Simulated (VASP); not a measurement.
# AlNi (C2/m) in VASP: settings compared

The runs below take AlNi through single point, with PBEsol, PBE.

All numbers are computed with VASP 6.6.1; they aren't measurements. Logs are shortened: lines on timing, memory, paths and dates and some standing lists are left out, and cuts for length are marked.

## (1) The cell of the first run

The structure is monoclinic, space group C2/m (No. 12). The conventional cell has a = 4.601 Å, b = 2.789 Å, c = 4.111 Å, α = 90.00°, β = 109.27°, γ = 90.00°. Ni (site symmetry 2/m) has 6 Al at 2.48 to 2.53 Å and 6 Ni at 2.69 to 2.79 Å within 3.3 Å. Al (site symmetry 2/m) has 6 Ni at 2.48 to 2.53 Å and 6 Al at 2.69 to 2.79 Å within 3.3 Å.

## (2) Single point, PBEsol, collinear spin, ferromagnetic start

The input, INCAR:

```
PREC = Accurate ; ENCUT = 520
EDIFF = 1E-6 ; ISMEAR = 0
SIGMA = 0.1 ; LREAL = False
LASPH = True ; NELM = 150
ALGO = Normal ; ISIF = 2
LWAVE = False ; LCHARG = False
ISPIN = 2 ; MAGMOM = 1 0
LORBIT = 11 ; LMAXMIX = 4
GGA = PS ; NBANDS = 18
```

The input, KPOINTS:

```
regular mesh
0
Gamma
  11 11 7
```

The input, POSCAR:

```
AlNi
1.0
    2.3006810000     -1.3946800000      0.0000000000
    2.3006810000      1.3946800000      0.0000000000
   -1.3564510000      0.0000000000      3.8808380000
Ni Al
1 1
Direct
    0.5000000000      0.5000000000      0.5000000000
    0.0000000000      0.0000000000      0.0000000000
```

Potentials or basis: VASP PAW PBE potentials, release 64 (Ni, Al).

Launch:

```bash
$ cat potpaw_PBE.64/Ni/POTCAR potpaw_PBE.64/Al/POTCAR > POTCAR
$ mpirun -np 1 vasp_std > vasp.out
```

OUTCAR:

```text
PREC = Accurate
   ENCUT = 520
   EDIFF = 1E-6
   ISMEAR = 0
   LREAL = False
   LASPH = True
   NELM = 150
   ISIF = 2
   ISPIN = 2
   LORBIT = 11
   GGA = PS

 ion  position               nearest neighbor table
   1  0.500  0.500  0.500-   2 2.48   2 2.48   2 2.48   2 2.48   2 2.53   2 2.53
   2  0.000  0.000  0.000-   1 2.48   1 2.48   1 2.48   1 2.48   1 2.53   1 2.53

  LATTYP: Found a base centered monoclinic cell.
 ALAT       =     4.6013620000
 B/A-ratio  =     0.6062031199
 C/A-ratio  =     0.8934454424
 COS(beta)  =    -0.3299511685

  Lattice vectors:

 A1 = (   2.3006810000,  -1.3946800000,   0.0000000000)
 A2 = (   2.3006810000,   1.3946800000,   0.0000000000)
 A3 = (  -1.3564510000,   0.0000000000,   3.8808380000)

Analysis of symmetry for initial positions (statically):
=====================================================================
 Subroutine PRICEL returns:
 Original cell was already a primitive cell.

 Routine SETGRP: Setting up the symmetry group for a
 base centered monoclinic supercell.

 Subroutine GETGRP returns: Found  4 space group operations
 (whereof  4 operations were pure point group operations)
 out of a pool of  4 trial point group operations.

The static configuration has the point symmetry C_2h.

Analysis of symmetry for dynamics (positions and initial velocities):
=====================================================================
 Subroutine PRICEL returns:
 Original cell was already a primitive cell.

 Routine SETGRP: Setting up the symmetry group for a
 base centered monoclinic supercell.

 Subroutine GETGRP returns: Found  4 space group operations
 (whereof  4 operations were pure point group operations)
 out of a pool of  4 trial point group operations.

The dynamic configuration has the point symmetry C_2h.

Analysis of structural, dynamic, and magnetic symmetry:
=====================================================================
 Subroutine PRICEL returns:
 Original cell was already a primitive cell.

 Routine SETGRP: Setting up the symmetry group for a
 base centered monoclinic supercell.

 Subroutine GETGRP returns: Found  4 space group operations
 (whereof  4 operations were pure point group operations)
 out of a pool of  4 trial point group operations.

The overall configuration has the point symmetry C_2h.

 Subroutine INISYM returns: Found  4 space group operations
 (whereof  4 operations are pure point group operations),
 and found     1 'primitive' translations

----------------------------------------------------------------------------------------

                                     Primitive cell

  volume of cell :      24.9050

  direct lattice vectors                    reciprocal lattice vectors
     2.300681000 -1.394680000  0.000000000     0.217326957 -0.358505177  0.075961266
     2.300681000  1.394680000  0.000000000     0.217326957  0.358505177  0.075961266
    -1.356451000  0.000000000  3.880838000     0.000000000  0.000000000  0.257676306

  length of vectors
     2.690402454  2.690402454  4.111065908     0.426059951  0.426059951  0.257676306

  position of ions in fractional coordinates (direct lattice)
     0.500000000  0.500000000  0.500000000
     0.000000000  0.000000000  0.000000000

  ion indices of the primitive-cell ions
   primitive index   ion index
                 1           1
                 2           2

----------------------------------------------------------------------------------------

 KPOINTS: regular mesh

Automatic generation of k-mesh.
 Grid dimensions read from file:
 generate k-points for:   11   11    7

 Generating k-lattice:

  Cartesian coordinates                     Fractional coordinates (reciprocal lattice)
     0.019756996 -0.032591380  0.006905570     0.090909091 -0.000000000  0.000000000
     0.019756996  0.032591380  0.006905570    -0.000000000  0.090909091  0.000000000
     0.000000000  0.000000000  0.036810901     0.000000000  0.000000000  0.142857143

  Length of vectors
     0.038732723  0.038732723  0.036810901

  Shift w.r.t. Gamma in fractional coordinates (k-lattice)
     0.000000000  0.000000000  0.000000000

 Subroutine IBZKPT returns following result:
 ===========================================

 Found    234 irreducible k-points:

 Following reciprocal coordinates:
            Coordinates               Weight
  0.000000  0.000000  0.000000      1.000000
  0.090909 -0.000000  0.000000      4.000000
  0.181818 -0.000000  0.000000      4.000000
  0.272727 -0.000000  0.000000      4.000000
  0.363636 -0.000000  0.000000      4.000000
  0.454545 -0.000000  0.000000      4.000000
[... 16 lines left out ...]
 -0.272727  0.181818 -0.000000      4.000000
 -0.181818  0.181818  0.000000      2.000000
 [... further k-points ...]
   k-points           NKPTS =    234   k-points in BZ     NKDIM =    234   number of bands    NBANDS=     18
   number of dos      NEDOS =    301   number of ions     NIONS =      2
   total plane-waves  NPLWV =  12800
   dimension x,y,z NGX =    20 NGY =   20 NGZ =   32
   dimension x,y,z NGXF=    40 NGYF=   40 NGZF=   64
   ions per type =               1   1
   NGX,Y,Z   is equivalent  to a cutoff of  12.36, 12.36, 12.94 a.u.
   NGXF,Y,Z  is equivalent  to a cutoff of  24.72, 24.72, 25.88 a.u.
 SYSTEM =  unknown system
   PREC   = accura    normal or accurate (medium, high low for compatibility)
   ISTART =      0    job   : 0-new  1-cont  2-samecut
   ICHARG =      2    charge: 1-file 2-atom 10-const
   ISPIN  =      2    spin polarized calculation?
   LNONCOLLINEAR =      F non collinear calculations
   LSORBIT =      F    spin-orbit coupling
   LASPH  =      T    aspherical Exc in radial PAW
   ENCUT  =  520.0 eV  38.22 Ry    6.18 a.u.   5.00  5.00  7.64*2*pi/ulx,y,z
   NELM   =    150;   NELMIN=  2; NELMDL= -5     # of ELM steps
   EDIFF  = 0.1E-05   stopping-criterion for ELM
   LREAL  =      F    real-space projection
   EDIFFG = 0.1E-04   stopping-criterion for IOM
   NSW    =      0    number of steps for IOM
   IBRION =     -1    ionic relax: 0-MD 1-quasi-New 2-CG
   NFREE  =      0    steps in history (QN), initial steepest desc. (CG)
   ISIF   =      2    stress and relaxation
   ISYM   =      2    0-nonsym 1-usesym 2-fastsym
   POTIM  = 0.5000    time-step for ionic-motion
   TEBEG  =    0.0;   TEEND  =   0.0 temperature during run
   PSTRESS=    0.0 pullay stress
   NELECT =      13.0000    total number of electrons
   NUPDOWN=      -1.0000    fix difference up-down
   EMIN   =  10.00;   EMAX   =-10.00  energy-range for DOS
   EFERMI =   0.00;   METHOD = LEGACY
   ISMEAR =     0;   SIGMA  =   0.10  broadening in eV -4-tet -1-fermi 0-gaus
   EFERMI_NEDOS =   21; number of points for ismear=-14 and -15
   IALGO  =     38    algorithm
   IMIX   =      4    mixing-type and parameters
     AMIX     =   0.40;   BMIX     =  1.00
     AMIX_MAG =   1.60;   BMIX_MAG =  1.00
  volume/ion in A,a.u.               =      12.45        84.03
  Fermi-wavevector in a.u.,A,eV,Ry     =   1.318137  2.490917 23.639910  1.737484
  Thomas-Fermi vector in A             =   2.448128
   LORBIT       =     11    0 simple, 1 ext, 2 COOP (PROOUT), +10 PAW based schemes
   GGA     = PS    functional components
   LHFCALC =     F    Hartree Fock is set to
   AEXX    =    0.0000 exact exchange contribution
   IVDW    =     0    specifies the selected vdW correction
   LEPSILON=     F    determine dielectric tensor
   LRPA    =     F    only Hartree local field effects (RPA)
 spin polarized calculation
 Gauss-broadening in eV      SIGMA  =   0.10
  energy-cutoff  :      520.00
  volume of cell :       24.90
 maximum number of plane-waves:       685
   NGX =  9   NGY =  9   NGZ = 15

 number of electron      12.9999998 magnetization      -0.0024384

 number of electron      12.9999998 magnetization       0.0008976

 Free energy of the ion-electron system (eV)
  ---------------------------------------------------
  ext. energy  EPLUGINS =         0.00000000
  ---------------------------------------------------
  free energy    TOTEN  =       -11.04677430 eV

  energy without entropy =      -11.04229785  energy(sigma->0) =      -11.04453607

 E-fermi :   9.2167     XC(G=0): -11.9681

 val. band max:        9.2082934919   @ k =   0.4545   0.0909   0.1429
 cond. band min:       9.2303537761   @ k =  -0.4545   0.1818   0.1429
 fundamental gap:      0.0220602842
 Fermi energy:         9.2166864700

 spin component 1

 k-point     1 :       0.0000    0.0000    0.0000
  band No.  band energies     occupation
      1      -1.6343      1.00000
      2       5.5942      1.00000
      3       7.3702      1.00000
      4       7.5255      1.00000
      5       7.6716      1.00000
      6       7.8458      1.00000
[... 10 lines left out ...]
     17      29.2146      0.00000
     18      30.0382      0.00000
[... 463 lines left out ...]
 k-point    24 :      -0.1818    0.1818    0.0000
  band No.  band energies     occupation
      1       0.8403      1.00000
      2       6.2469      1.00000
      3       6.5953      1.00000
      4       6.8662      1.00000
      5       7.5446      1.00000
      6       8.4345      1.00000
[... 10 lines left out ...]
     17      33.2383      0.00000
     18      34.0492      0.00000

 [... further k-points ...]

 spin component 2

 k-point     1 :       0.0000    0.0000    0.0000
  band No.  band energies     occupation
      1      -1.6344      1.00000
      2       5.5948      1.00000
      3       7.3712      1.00000
      4       7.5253      1.00000
      5       7.6727      1.00000
      6       7.8466      1.00000
[... 10 lines left out ...]
     17      29.2146      0.00000
     18      30.0384      0.00000
[... 463 lines left out ...]
 k-point    24 :      -0.1818    0.1818    0.0000
  band No.  band energies     occupation
      1       0.8402      1.00000
      2       6.2475      1.00000
      3       6.5959      1.00000
      4       6.8671      1.00000
      5       7.5453      1.00000
      6       8.4356      1.00000
[... 10 lines left out ...]
     17      33.2384      0.00000
     18      34.0492      0.00000

 [... further k-points ...]

------------------------ aborting loop because EDIFF is reached ----------------------------------------

  FORCE on cell =-STRESS in cart. coord.  units (eV):
  Direction    XX          YY          ZZ          XY          YZ          ZX
  --------------------------------------------------------------------------------------
  -------------------------------------------------------------------------------------
  Total       -0.2406629     -0.5495113     -0.4679556      0.0000000      0.0000000     -0.1095635
  in kB      -15.4822196    -35.3509186    -30.1043172      0.0000000      0.0000000     -7.0483924
  external PRESSURE =     -26.9791518 kB  Pullay stress =       0.0000000 kB

 VOLUME and BASIS-vectors are now :
 -----------------------------------------------------------------------------
  energy-cutoff  :      520.00
  volume of cell :       24.90
      direct lattice vectors                 reciprocal lattice vectors
     2.300681000 -1.394680000  0.000000000     0.217326957 -0.358505177  0.075961266
     2.300681000  1.394680000  0.000000000     0.217326957  0.358505177  0.075961266
    -1.356451000  0.000000000  3.880838000     0.000000000  0.000000000  0.257676306

 POSITION                                       TOTAL-FORCE (eV/Angst)
 -----------------------------------------------------------------------------------
      1.62246      0.00000      1.94042         0.000000     -0.000000      0.000000
      0.00000      0.00000      0.00000        -0.000000      0.000000      0.000000
 -----------------------------------------------------------------------------------
    total drift:                                0.000000      0.000000      0.000000

  FREE ENERGIE OF THE ION-ELECTRON SYSTEM (eV)
  ---------------------------------------------------
  free  energy   TOTEN  =       -11.0467742980 eV

  energy  without entropy=      -11.0422978501  energy(sigma->0) =      -11.04453607

 total charge

# of ion       s       p       d       tot
------------------------------------------
    1        0.459   0.485   8.422   9.365
    2        0.413   0.410   0.000   0.823
--------------------------------------------------
tot          0.871   0.895   8.422  10.188

 magnetization (x)

# of ion       s       p       d       tot
------------------------------------------
    1       -0.000  -0.000   0.000   0.000
    2       -0.000  -0.000   0.000  -0.000
--------------------------------------------------
tot         -0.000  -0.000   0.000   0.000
```

It took 3.1 min on 1 thread of Intel Xeon Platinum 8175M at 2.50GHz (Skylake/Cascade Lake), shared host; peak memory 0.27 GiB.

Results:

```
Free energy                                           : -11.0468 eV
Pressure                                              : -2.7 GPa
Net moment                                            : 0.00 μB per cell
Valence electrons inside the program's atomic spheres : Ni 9.37; Al 0.82
```

Caveat: the moments typed at the start vanished in this run; the PAW data sets were made with another functional, which shifts forces and pressure a little.

(Continued in part 2 of 2.)
